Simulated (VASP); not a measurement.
# ZnF2 (P4_2/mnm) in VASP: single point with r2SCAN

Aim: the single point of ZnF2 with r2SCAN.

All numbers are computed with VASP 6.6.1; they aren't measurements. Logs are shortened: lines on timing, memory, paths and dates and some standing lists are left out, and cuts for length are marked.

**1. The cell of the first run**

The structure is tetragonal, space group P4_2/mnm (No. 136). The conventional cell has a = 4.703 Å, b = 4.703 Å, c = 3.126 Å, α = 90.00°, β = 90.00°, γ = 90.00°. Zn (site symmetry mmm) has 6 F at 2.02 to 2.04 Å within 2.7 Å. F (site symmetry m2m) has 3 Zn at 2.02 to 2.04 Å and 1 F at 2.62 Å within 2.7 Å.

**2. Single point, r2SCAN**

Input file POSCAR:

```
ZnF2
1.0
    4.7034383095      0.0000000000      0.0000000000
    0.0000000000      4.7034383095      0.0000000000
    0.0000000000      0.0000000000      3.1264803082
Zn F
2 4
Direct
    0.0000000000      0.0000000000      0.0000000000
    0.5000000000      0.5000000000      0.5000000000
    0.3031792276      0.3031792276      0.0000000000
    0.6968207724      0.6968207724      0.0000000000
    0.1968207724      0.8031792276      0.5000000000
    0.8031792276      0.1968207724      0.5000000000
```

Input file INCAR.step1:

```
PREC = Accurate
ENCUT = 660
ISMEAR = 0
SIGMA = 0.01
LREAL = F
LASPH = T
NELM = 120
NBANDS = 35
GGA = PE
ALGO = Normal
EDIFF = 1E-5
LWAVE = T
LCHARG = F
GGA_COMPAT = F
```

Input file INCAR.step2:

```
PREC = Accurate
ENCUT = 660
EDIFF = 1E-6
ISMEAR = 0
SIGMA = 0.01
LREAL = F
LASPH = T
NELM = 120
ALGO = Normal
ISIF = 2
LWAVE = F
LCHARG = F
METAGGA = R2SCAN
LMIXTAU = T
NBANDS = 35
ISTART = 1
GGA_COMPAT = F
```

Input file KPOINTS:

```
Automatic mesh
0
Gamma
  6 6 9
```

Potentials or basis: VASP PAW PBE potentials, release 64 (Zn, F).

Launch:

```console
$ cat potpaw_PBE.64/Zn/POTCAR potpaw_PBE.64/F/POTCAR > POTCAR
$ cp INCAR.step1 INCAR
$ mpirun -np 1 vasp_std > vasp.out
$ cp INCAR.step2 INCAR
$ mpirun -np 1 vasp_std > vasp.out
```

OUTCAR:

```text
PREC = Accurate
   ENCUT = 660
   EDIFF = 1E-6
   ISMEAR = 0
   LREAL = F
   LASPH = T
   NELM = 120
   ISIF = 2
   METAGGA = R2SCAN
   ISTART = 1

 ion  position               nearest neighbor table
   1  0.000  0.000  0.000-   3 2.02   4 2.02   5 2.04   6 2.04   5 2.04   6 2.04
   2  0.500  0.500  0.500-   5 2.02   6 2.02   3 2.04   4 2.04   3 2.04   4 2.04
   3  0.303  0.303  0.000-   1 2.02   2 2.04   2 2.04
   4  0.697  0.697  0.000-   1 2.02   2 2.04   2 2.04
   5  0.197  0.803  0.500-   2 2.02   1 2.04   1 2.04
   6  0.803  0.197  0.500-   2 2.02   1 2.04   1 2.04

  LATTYP: Found a simple tetragonal cell.
 ALAT       =     4.7034383095
 C/A-ratio  =     0.6647222952

  Lattice vectors:

 A1 = (   4.7034383095,   0.0000000000,   0.0000000000)
 A2 = (   0.0000000000,   4.7034383095,   0.0000000000)
 A3 = (   0.0000000000,   0.0000000000,   3.1264803082)

Analysis of symmetry for initial positions (statically):
=====================================================================
 Subroutine PRICEL returns:
 Original cell was already a primitive cell.

 Routine SETGRP: Setting up the symmetry group for a
 simple tetragonal supercell.

 Subroutine GETGRP returns: Found 16 space group operations
 (whereof  8 operations were pure point group operations)
 out of a pool of 16 trial point group operations.

The static configuration has the point symmetry D_2h.
 The point group associated with its full space group is D_4h.

Analysis of symmetry for dynamics (positions and initial velocities):
=====================================================================
 Subroutine PRICEL returns:
 Original cell was already a primitive cell.

 Routine SETGRP: Setting up the symmetry group for a
 simple tetragonal supercell.

 Subroutine GETGRP returns: Found 16 space group operations
 (whereof  8 operations were pure point group operations)
 out of a pool of 16 trial point group operations.

The dynamic configuration has the point symmetry D_2h.
 The point group associated with its full space group is D_4h.

 Subroutine INISYM returns: Found 16 space group operations
 (whereof  8 operations are pure point group operations),
 and found     1 'primitive' translations

----------------------------------------------------------------------------------------

                                     Primitive cell

  volume of cell :      69.1650

[... 92 lines left out ...]
   LSORBIT =      F    spin-orbit coupling
   LASPH  =      T    aspherical Exc in radial PAW
   ENCUT  =  660.0 eV  48.51 Ry    6.96 a.u.   9.85  9.85  6.55*2*pi/ulx,y,z
   NELM   =    120;   NELMIN=  2; NELMDL=  0     # of ELM steps
   EDIFF  = 0.1E-05   stopping-criterion for ELM
   LREAL  =      F    real-space projection
[... 7 lines left out ...]
   TEBEG  =    0.0;   TEEND  =   0.0 temperature during run
   PSTRESS=    0.0 pullay stress
   NELECT =      52.0000    total number of electrons
   NUPDOWN=      -1.0000    fix difference up-down
   EMIN   =  10.00;   EMAX   =-10.00  energy-range for DOS
   EFERMI =   0.00;   METHOD = LEGACY
   ISMEAR =     0;   SIGMA  =   0.01  broadening in eV -4-tet -1-fermi 0-gaus
   EFERMI_NEDOS =   21; number of points for ismear=-14 and -15
   IALGO  =     38    algorithm
   IMIX   =      4    mixing-type and parameters
     AMIX     =   0.40;   BMIX     =  1.00
     AMIX_MAG =   1.60;   BMIX_MAG =  1.00
  volume/ion in A,a.u.               =      11.53        77.79
  Fermi-wavevector in a.u.,A,eV,Ry     =   1.488608  2.813062 30.149890  2.215954
  Thomas-Fermi vector in A             =   2.601621
   LORBIT       =      0    0 simple, 1 ext, 2 COOP (PROOUT), +10 PAW based schemes
   METAGGA = R2SCAN    functional components
   LHFCALC =     F    Hartree Fock is set to
   AEXX    =    0.0000 exact exchange contribution
   IVDW    =     0    specifies the selected vdW correction
   LEPSILON=     F    determine dielectric tensor
   LRPA    =     F    only Hartree local field effects (RPA)
 non-spin polarized calculation
 Gauss-broadening in eV      SIGMA  =   0.01
  energy-cutoff  :      660.00
  volume of cell :       69.17
 maximum number of plane-waves:      2708
 NGX is ok and might be reduce to    40
   NGX = 19   NGY = 19   NGZ = 13

 number of electron      52.0000011 magnetization

 Free energy of the ion-electron system (eV)
  ---------------------------------------------------
  ext. energy  EPLUGINS =         0.00000000
  ---------------------------------------------------
  free energy    TOTEN  =       -45.68695470 eV

  energy without entropy =      -45.68695470  energy(sigma->0) =      -45.68695470

 E-fermi :  -1.4637     XC(G=0): -10.9700

 val. band max:       -1.6101847194   @ k =   0.0000   0.0000   0.0000
 cond. band min:       2.6089569536   @ k =   0.0000   0.0000   0.0000
 fundamental gap:      4.2191416730
 Fermi energy:        -1.4636705480

 k-point     1 :       0.0000    0.0000    0.0000
  band No.  band energies     occupation
      1     -24.7512      2.00000
      2     -24.0093      2.00000
      3     -24.0093      2.00000
      4     -23.9707      2.00000
      5      -7.9114      2.00000
      6      -7.0740      2.00000
[... 901 lines left out ...]
     34      13.5962      0.00000
     35      15.6482      0.00000

 [... further k-points ...]

------------------------ aborting loop because EDIFF is reached ----------------------------------------

  FORCE on cell =-STRESS in cart. coord.  units (eV):
  Direction    XX          YY          ZZ          XY          YZ          ZX
  --------------------------------------------------------------------------------------
  -------------------------------------------------------------------------------------
  Total        0.1094956      0.1094956      0.2207594     -0.0000000      0.0000000      0.0000000
  in kB        2.5364165      2.5364165      5.1137944     -0.0000000      0.0000000      0.0000000
  external PRESSURE =       3.3955425 kB  Pullay stress =       0.0000000 kB

 VOLUME and BASIS-vectors are now :
 -----------------------------------------------------------------------------
  energy-cutoff  :      660.00
  volume of cell :       69.17
      direct lattice vectors                 reciprocal lattice vectors
     4.703438310  0.000000000  0.000000000     0.212610421  0.000000000  0.000000000
     0.000000000  4.703438310  0.000000000     0.000000000  0.212610421  0.000000000
     0.000000000  0.000000000  3.126480308     0.000000000  0.000000000  0.319848488

 POSITION                                       TOTAL-FORCE (eV/Angst)
 -----------------------------------------------------------------------------------
      0.00000      0.00000      0.00000         0.000000      0.000000      0.000000
      2.35172      2.35172      1.56324         0.000000      0.000000      0.000000
      1.42598      1.42598      0.00000        -0.010043     -0.010043      0.000000
      3.27745      3.27745      0.00000         0.010043      0.010043      0.000000
      0.92573      3.77770      1.56324         0.010043     -0.010043      0.000000
      3.77770      0.92573      1.56324        -0.010043      0.010043      0.000000
 -----------------------------------------------------------------------------------
    total drift:                                0.000000     -0.000000      0.000000

  FREE ENERGIE OF THE ION-ELECTRON SYSTEM (eV)
  ---------------------------------------------------
  free  energy   TOTEN  =       -45.6869547039 eV

  energy  without entropy=      -45.6869547039  energy(sigma->0) =      -45.68695470
```

OSZICAR.step1:

```text
N       E                     dE             d eps       ncg     rms          rms(c)
DAV:   1     0.661836972872E+03    0.66184E+03   -0.31139E+04  3564   0.239E+03
DAV:   2     0.552654682728E+02   -0.60657E+03   -0.56857E+03  3708   0.559E+02
DAV:   3    -0.237736591286E+02   -0.79039E+02   -0.78161E+02  3852   0.199E+02
DAV:   4    -0.258939798888E+02   -0.21203E+01   -0.21146E+01  4145   0.339E+01
DAV:   5    -0.259085560182E+02   -0.14576E-01   -0.14573E-01  4048   0.292E+00    0.142E+01
DAV:   6    -0.230938353556E+02    0.28147E+01   -0.59111E+00  5025   0.417E+01    0.858E+00
DAV:   7    -0.231929615859E+02   -0.99126E-01   -0.19981E+00  3656   0.955E+00    0.523E+00
DAV:   8    -0.232048588398E+02   -0.11897E-01   -0.42179E-01  5281   0.130E+01    0.155E+00
DAV:   9    -0.231599280065E+02    0.44931E-01   -0.15924E-01  5353   0.136E+01    0.337E-01
DAV:  10    -0.231626475721E+02   -0.27196E-02   -0.29437E-02  3783   0.155E+00    0.196E-01
DAV:  11    -0.231623754967E+02    0.27208E-03   -0.16467E-03  5190   0.515E-01    0.592E-02
DAV:  12    -0.231624204209E+02   -0.44924E-04   -0.23837E-04  4158   0.453E-01    0.253E-02
DAV:  13    -0.231624289144E+02   -0.84934E-05   -0.20044E-04  3812   0.106E-01    0.870E-03
DAV:  14    -0.231624292442E+02   -0.32983E-06   -0.77190E-06  1942   0.477E-02
   1 F= -.23162429E+02 E0= -.23162429E+02  d E =-.280603E-14
```

Run time: 10 min. Hardware: 1 thread of Intel Xeon 8259CL, shared host; peak memory 0.3 GiB.

Results:

- Free energy: -45.6870 eV
- Pressure: 0.3 GPa
- Largest force: 0.014 eV/Å
- Band gap on the k mesh: 4.22 eV

Forces in eV/Å, atoms in the order of the input:
```
Zn   0.000  0.000  0.000
Zn   0.000  0.000  0.000
F   -0.010 -0.010  0.000
F    0.010  0.010  0.000
F    0.010 -0.010  0.000
F   -0.010  0.010  0.000
```

Levels at points of the mesh, in eV from the valence-band top:
| k point | band 24 | band 25 | band 26 | band 27 | band 28 | band 29 |
| --- | --- | --- | --- | --- | --- | --- |
| (0.00, 0.00, 0.00) | -0.37 | -0.37 | 0.00 | 4.22 | 10.26 | 10.43 |
| (0.50, 0.00, 0.00) | -0.67 | -0.46 | -0.46 | 6.84 | 6.84 | 11.35 |
| (0.50, 0.50, 0.00) | -1.37 | -0.39 | -0.39 | 7.84 | 7.84 | 9.88 |

Caveat: the PAW data sets were made with another functional, which shifts forces and pressure a little; an odd mesh through Γ misses points on the zone boundary, where band edges can lie.
